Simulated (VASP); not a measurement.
# Li3H2 (Pmm2) in VASP: relaxation of cell and atoms with PBE

Aim: the relaxation of cell and atoms of Li3H2 with PBE.

Everything below comes from runs of VASP 6.6.1. Logs are shortened: lines on timing, memory, paths and dates and some standing lists are left out, and cuts for length are marked.

## Step 1: The cell of the first run

Symmetry: Pmm2, No. 25, orthorhombic system. The conventional cell has a = 3.111 Å, b = 3.156 Å, c = 5.440 Å, α = 90.00°, β = 90.00°, γ = 90.00°. Li (site symmetry mm2) has 1 Li at 1.86 Å and 6 H at 2.35 to 2.44 Å within 2.5 Å. Li (site symmetry mm2) has 3 Li at 1.86 to 1.91 Å and 6 H at 2.37 to 2.43 Å within 2.5 Å. Within 2.5 Å of Li (site symmetry mm2) lie 2 Li at 1.91 Å and 6 H at 2.34 to 2.50 Å. H (site symmetry mm2) has 10 Li at 2.37 to 2.50 Å and 8 H at 3.09 to 3.17 Å within 3.2 Å. Within 3.2 Å of H (site symmetry mm2) lie 8 Li at 2.34 to 2.43 Å and 8 H at 3.09 to 3.17 Å.

The cell was generated, and may not be a known phase.

## Step 2: Relaxation of cell and atoms, PBE

The input, INCAR:

```
  PREC = Accurate
  ENCUT = 1230
  EDIFF = 1E-7
  ISMEAR = 0
  SIGMA = 0.2
  LREAL = F
  LASPH = T
  NELM = 120
  ALGO = Normal
  ISIF = 3
  LWAVE = F
  LCHARG = F
  GGA = PE
  IBRION = 2
  NSW = 36
  EDIFFG = -0.08
  GGA_COMPAT = F
  NELMIN = 4
```

The input, KPOINTS:

```
Automatic mesh
0
Gamma
  5 5 3
```

The input, POSCAR:

```
Li3H2
1.0
    3.1107510700      0.0000000000      0.0000000000
    0.0000000000      3.1557965800      0.0000000000
    0.0000000000      0.0000000000      5.4404504200
Li H
3 2
Direct
    0.5000000000      0.0000000000      0.8141968300
    0.5000000000      0.0000000000      0.1564339700
    0.0000000000      0.0000000000      0.3588921400
    0.0000000000      0.5000000000      0.0034513000
    0.5000000000      0.5000000000      0.4950257500
```

Potentials or basis: VASP PAW PBE potentials, release 64 (Li_sv, H_h).

Launch:

```
$ cat potpaw_PBE.64/Li_sv/POTCAR potpaw_PBE.64/H_h/POTCAR > POTCAR
$ mpirun -np 1 vasp_std > vasp.out
```

OUTCAR:

```text
PREC = Accurate
   ENCUT = 1230
   EDIFF = 1E-7
   ISMEAR = 0
   LREAL = F
   LASPH = T
   NELM = 120
   ISIF = 3
   GGA = PE
   IBRION = 2
   NSW = 36
   EDIFFG = -0.08
   NELMIN = 4

 ion  position               nearest neighbor table
   1  0.500  0.000  0.814-   2 1.86
   2  0.500  0.000  0.156-   1 1.86   3 1.91   3 1.91
   3  0.000  0.000  0.359-   2 1.91   2 1.91
   4  0.000  0.500  0.003-
   5  0.500  0.500  0.495-

  LATTYP: Found a simple orthorhombic cell.
 ALAT       =     3.1107510700
 B/A-ratio  =     1.0144805897
 C/A-ratio  =     1.7489186044

  Lattice vectors:

 A1 = (   3.1107510700,   0.0000000000,   0.0000000000)
 A2 = (   0.0000000000,   3.1557965800,   0.0000000000)
 A3 = (   0.0000000000,   0.0000000000,   5.4404504200)

Analysis of symmetry for initial positions (statically):
=====================================================================
 Subroutine PRICEL returns:
 Original cell was already a primitive cell.

 Routine SETGRP: Setting up the symmetry group for a
 simple orthorhombic supercell.

 Subroutine GETGRP returns: Found  4 space group operations
 (whereof  4 operations were pure point group operations)
 out of a pool of  8 trial point group operations.

The static configuration has the point symmetry C_2v.

Analysis of symmetry for dynamics (positions and initial velocities):
=====================================================================
 Subroutine PRICEL returns:
 Original cell was already a primitive cell.

 Routine SETGRP: Setting up the symmetry group for a
 simple orthorhombic supercell.

 Subroutine GETGRP returns: Found  4 space group operations
 (whereof  4 operations were pure point group operations)
 out of a pool of  8 trial point group operations.

The dynamic configuration has the point symmetry C_2v.

 Subroutine INISYM returns: Found  4 space group operations
 (whereof  4 operations are pure point group operations),
 and found     1 'primitive' translations

----------------------------------------------------------------------------------------

                                     Primitive cell

  volume of cell :      53.4083

  direct lattice vectors                    reciprocal lattice vectors
     3.110751070  0.000000000  0.000000000     0.321465774  0.000000000  0.000000000
     0.000000000  3.155796580  0.000000000     0.000000000  0.316877205  0.000000000
     0.000000000  0.000000000  5.440450420     0.000000000  0.000000000  0.183808310

  length of vectors
     3.110751070  3.155796580  5.440450420     0.321465774  0.316877205  0.183808310

  position of ions in fractional coordinates (direct lattice)
     0.500000000  0.000000000  0.814196830
     0.500000000  0.000000000  0.156433970
     0.000000000  0.000000000  0.358892140
     0.000000000  0.500000000  0.003451300
     0.500000000  0.500000000  0.495025750

  ion indices of the primitive-cell ions
   primitive index   ion index
                 1           1
                 2           2
                 3           3
                 4           4
                 5           5

----------------------------------------------------------------------------------------

 KPOINTS: Automatic mesh

Automatic generation of k-mesh.
 Grid dimensions read from file:
 generate k-points for:    5    5    3

 Generating k-lattice:

  Cartesian coordinates                     Fractional coordinates (reciprocal lattice)
     0.064293155  0.000000000  0.000000000     0.200000000  0.000000000  0.000000000
     0.000000000  0.063375441  0.000000000     0.000000000  0.200000000  0.000000000
     0.000000000  0.000000000  0.061269437     0.000000000  0.000000000  0.333333333

  Length of vectors
     0.064293155  0.063375441  0.061269437

  Shift w.r.t. Gamma in fractional coordinates (k-lattice)
     0.000000000  0.000000000  0.000000000

 Subroutine IBZKPT returns following result:
 ===========================================

 Found     18 irreducible k-points:

 Following reciprocal coordinates:
            Coordinates               Weight
  0.000000  0.000000  0.000000      1.000000
  0.200000  0.000000  0.000000      2.000000
  0.400000  0.000000  0.000000      2.000000
  0.000000  0.200000  0.000000      2.000000
  0.200000  0.200000  0.000000      4.000000
  0.400000  0.200000  0.000000      4.000000
[... 10 lines left out ...]
  0.200000  0.400000  0.333333      8.000000
  0.400000  0.400000  0.333333      8.000000
   k-points           NKPTS =     18   k-points in BZ     NKDIM =     18   number of bands    NBANDS=      9
   number of dos      NEDOS =    301   number of ions     NIONS =      5
   total plane-waves  NPLWV =  82944
   dimension x,y,z NGX =    36 NGY =   36 NGZ =   64
   dimension x,y,z NGXF=    72 NGYF=   72 NGZF=  128
   ions per type =               3   2
   NGX,Y,Z   is equivalent  to a cutoff of  19.24, 18.96, 19.56 a.u.
   NGXF,Y,Z  is equivalent  to a cutoff of  38.48, 37.93, 39.11 a.u.
 SYSTEM =  unknown system
   PREC   = accura    normal or accurate (medium, high low for compatibility)
   ISTART =      0    job   : 0-new  1-cont  2-samecut
   ICHARG =      2    charge: 1-file 2-atom 10-const
   ISPIN  =      1    spin polarized calculation?
   LNONCOLLINEAR =      F non collinear calculations
   LSORBIT =      F    spin-orbit coupling
   LASPH  =      T    aspherical Exc in radial PAW
   ENCUT  = 1230.0 eV  90.40 Ry    9.51 a.u.   8.90  9.02 15.56*2*pi/ulx,y,z
   NELM   =    120;   NELMIN=  4; NELMDL= -5     # of ELM steps
   EDIFF  = 0.1E-06   stopping-criterion for ELM
   LREAL  =      F    real-space projection
   EDIFFG = -.8E-01   stopping-criterion for IOM
   NSW    =     36    number of steps for IOM
   IBRION =      2    ionic relax: 0-MD 1-quasi-New 2-CG
   NFREE  =      1    steps in history (QN), initial steepest desc. (CG)
   ISIF   =      3    stress and relaxation
   ISYM   =      2    0-nonsym 1-usesym 2-fastsym
   POTIM  = 0.5000    time-step for ionic-motion
   TEBEG  =    0.0;   TEEND  =   0.0 temperature during run
   PSTRESS=    0.0 pullay stress
   NELECT =      11.0000    total number of electrons
   NUPDOWN=      -1.0000    fix difference up-down
   EMIN   =  10.00;   EMAX   =-10.00  energy-range for DOS
   EFERMI =   0.00;   METHOD = LEGACY
   ISMEAR =     0;   SIGMA  =   0.20  broadening in eV -4-tet -1-fermi 0-gaus
   EFERMI_NEDOS =   21; number of points for ismear=-14 and -15
   IALGO  =     38    algorithm
   IMIX   =      4    mixing-type and parameters
     AMIX     =   0.40;   BMIX     =  1.00
     AMIX_MAG =   1.60;   BMIX_MAG =  1.00
  volume/ion in A,a.u.               =      10.68        72.08
  Fermi-wavevector in a.u.,A,eV,Ry     =   0.966799  1.826984 12.717360  0.934700
  Thomas-Fermi vector in A             =   2.096631
   LORBIT       =      0    0 simple, 1 ext, 2 COOP (PROOUT), +10 PAW based schemes
   GGA     = PE    functional components
   LHFCALC =     F    Hartree Fock is set to
   AEXX    =    0.0000 exact exchange contribution
   IVDW    =     0    specifies the selected vdW correction
   LEPSILON=     F    determine dielectric tensor
   LRPA    =     F    only Hartree local field effects (RPA)
 conjugate gradient relaxation of ions
 non-spin polarized calculation
 Gauss-broadening in eV      SIGMA  =   0.20
  energy-cutoff  :     1230.00
  volume of cell :       53.41
 maximum number of plane-waves:      5249
 NGX is ok and might be reduce to    36
   NGX = 17   NGY = 19   NGZ = 31

--------------------------------------- Ionic step        1  -------------------------------------------

 number of electron      11.0000003 magnetization

 Free energy of the ion-electron system (eV)
  ---------------------------------------------------
  ext. energy  EPLUGINS =         0.00000000
  ---------------------------------------------------
  free energy    TOTEN  =        -9.99850722 eV

  energy without entropy =       -9.96171746  energy(sigma->0) =       -9.98011234

------------------------ aborting loop because EDIFF is reached ----------------------------------------

  FORCE on cell =-STRESS in cart. coord.  units (eV):
  Direction    XX          YY          ZZ          XY          YZ          ZX
  --------------------------------------------------------------------------------------
  -------------------------------------------------------------------------------------
  Total        1.8372143     -2.7867050      3.7523456      0.0000000      0.0000000      0.0000000
  in kB       55.1139181    -83.5973408    112.5652380      0.0000000      0.0000000      0.0000000
  external PRESSURE =      28.0272718 kB  Pullay stress =       0.0000000 kB
[... 98 lines left out ...]
  FREE ENERGIE OF THE ION-ELECTRON SYSTEM (eV)
  ---------------------------------------------------
  free  energy   TOTEN  =       -12.0912938977 eV

  energy  without entropy=      -12.0652063226  energy(sigma->0) =      -12.07825011

[... ionic steps 4 to 25 ...]

--------------------------------------- Ionic step       26  -------------------------------------------

 number of electron      11.0000006 magnetization

------------------------ aborting loop because EDIFF is reached ----------------------------------------

  FORCE on cell =-STRESS in cart. coord.  units (eV):
  Direction    XX          YY          ZZ          XY          YZ          ZX
  --------------------------------------------------------------------------------------
  -------------------------------------------------------------------------------------
  Total       -0.1404552      0.0859663     -0.0521227      0.0000000      0.0000000      0.0000000
  in kB       -4.2827612      2.6212848     -1.5893272      0.0000000      0.0000000      0.0000000
  external PRESSURE =      -1.0836012 kB  Pullay stress =       0.0000000 kB
[... 63 lines left out ...]
  energy  without entropy=      -13.5387187861  energy(sigma->0) =      -13.54736872

--------------------------------------- Ionic step       28  -------------------------------------------

 number of electron      11.0000003 magnetization

 Free energy of the ion-electron system (eV)
  ---------------------------------------------------
  ext. energy  EPLUGINS =         0.00000000
  ---------------------------------------------------
  free energy    TOTEN  =       -13.56140036 eV

  energy without entropy =      -13.54426766  energy(sigma->0) =      -13.55283401

 E-fermi :   1.9424     XC(G=0):  -7.9444

 val. band max:        1.1711241168   @ k =   0.4000   0.0000   0.3333
 cond. band min:       1.9563551967   @ k =   0.4000   0.2000   0.0000
 fundamental gap:      0.7852310799
 Fermi energy:         1.9423639500

 k-point     1 :       0.0000    0.0000    0.0000
  band No.  band energies     occupation
      1     -45.1354      2.00000
      2     -45.0966      2.00000
      3     -44.8754      2.00000
      4      -5.5338      2.00000
      5      -4.2294      2.00000
      6      -0.6281      2.00000
      7       5.5419      0.00000
      8       5.7612      0.00000
      9      11.5116      0.00000
[... 234 lines left out ...]
  FREE ENERGIE OF THE ION-ELECTRON SYSTEM (eV)
  ---------------------------------------------------
  free  energy   TOTEN  =       -13.5614003573 eV

  energy  without entropy=      -13.5442676634  energy(sigma->0) =      -13.55283401

 reached required accuracy - stopping structural energy minimisation
```

Run time: 6.5 min. Hardware: 1 thread of Intel Xeon Platinum 8488C (Sapphire Rapids), shared host; peak memory 0.28 GiB.

Results:

* Free energy: -13.5614 eV
* Relaxed volume: 10.50 Å³/atom
* Relaxed cell: a = 2.768 Å, b = 2.536 Å, c = 7.477 Å, α = 90.00°, β = 90.00°, γ = 90.00°
* Space group after relaxing (to 0.1 Å): Pmm2 (No. 25)
* Energy gained by relaxing: 712.6 meV/atom
* Ionic steps: 28
* Pressure after relaxing: 0.0 GPa
* Largest force after relaxing: 0.028 eV/Å
* Band gap on the k mesh: zero (an odd number of electrons rules out a gap without spin polarisation)

Forces in eV/Å, atoms in the order of the input:
```
Li   0.000  0.000  0.010
Li   0.000  0.000  0.028
Li   0.000  0.000 -0.009
H    0.000  0.000 -0.012
H    0.000  0.000 -0.016
```

Stress tensor (GPa, compression positive):
```
 0.57  0.00  0.00
 0.00 -0.60  0.00
 0.00  0.00  0.01
```

Step by step:
| step | energy change (eV) | largest force (eV/Å) | pressure (GPa) | volume (Å³) |
| --- | --- | --- | --- | --- |
| 1 | 0.0000 | 2.3501 | 2.80 | 53.41 |
| 2 | -0.6691 | 1.8945 | 1.29 | 54.81 |
| 3 | -2.0928 | 0.3584 | -2.87 | 58.44 |
| 4 | -0.5269 | 2.0494 | 2.35 | 62.61 |
| 5 | -2.1274 | 0.9800 | -2.44 | 60.03 |
| 6 | -2.1689 | 0.7285 | -2.68 | 59.50 |
| 7 | -2.4307 | 0.7693 | -1.81 | 57.15 |
| 8 | -2.5324 | 0.7850 | -0.40 | 54.85 |
| 9 | -2.8395 | 0.5679 | 0.55 | 53.27 |
| 10 | -2.9609 | 0.3962 | 1.94 | 51.76 |
| 11 | -2.9671 | 0.3467 | 2.67 | 51.16 |
| 12 | -3.0413 | 0.2736 | 0.93 | 53.73 |
| 13 | -3.0666 | 0.2129 | -0.62 | 56.61 |
| 14 | -3.0898 | 0.2295 | -0.53 | 56.61 |
| 15 | -3.1244 | 0.4543 | -0.41 | 56.57 |
| 16 | -3.1397 | 0.4706 | -0.40 | 56.44 |
| 17 | -3.1858 | 0.5081 | -0.42 | 56.05 |
| 18 | -3.2633 | 0.5198 | -0.59 | 55.28 |
| 19 | -3.2180 | 0.9840 | -0.63 | 53.75 |
| 20 | -3.2864 | 0.5012 | -0.71 | 54.79 |
| 21 | -3.3438 | 0.5254 | -0.60 | 53.92 |
| 22 | -3.3852 | 0.5995 | 0.12 | 52.30 |
| 23 | -3.4533 | 0.6280 | 0.54 | 51.57 |
| 24 | -3.4688 | 0.6537 | 1.11 | 50.99 |
| 25 | -3.5343 | 0.2721 | 0.25 | 52.00 |
| 26 | -3.5438 | 0.2057 | -0.11 | 52.54 |
| 27 | -3.5575 | 0.1211 | -0.08 | 52.51 |
| 28 | -3.5629 | 0.0281 | -0.01 | 52.48 |

Final structure:
```
CELL_PARAMETERS angstrom
2.76787 0.00000 0.00000
0.00000 2.53572 0.00000
0.00000 0.00000 7.47696
ATOMIC_POSITIONS crystal
Li 0.50000 0.00000 0.68982
Li 0.50000 0.00000 0.07083
Li 0.00000 0.00000 0.38901
H 0.00000 0.50000 0.17665
H 0.50000 0.50000 0.50168
```

Levels at points of the mesh, in eV from the Fermi level:
| k point | band 3 | band 4 | band 5 | band 6 | band 7 | band 8 | band 9 |
| --- | --- | --- | --- | --- | --- | --- | --- |
| (0.00, 0.00, 0.00) | -46.82 | -7.48 | -6.17 | -2.57 | 3.60 | 3.82 | 9.57 |

Caveat: the k points lie up to 0.50 Å⁻¹ apart in the final cell, too coarse for converged energies and pressures of a metal; a cell axis changed by over 15 % at a fixed basis, so the end point is rough.

The gap in the log of VASP goes by the Fermi energy; the results here count the filled bands.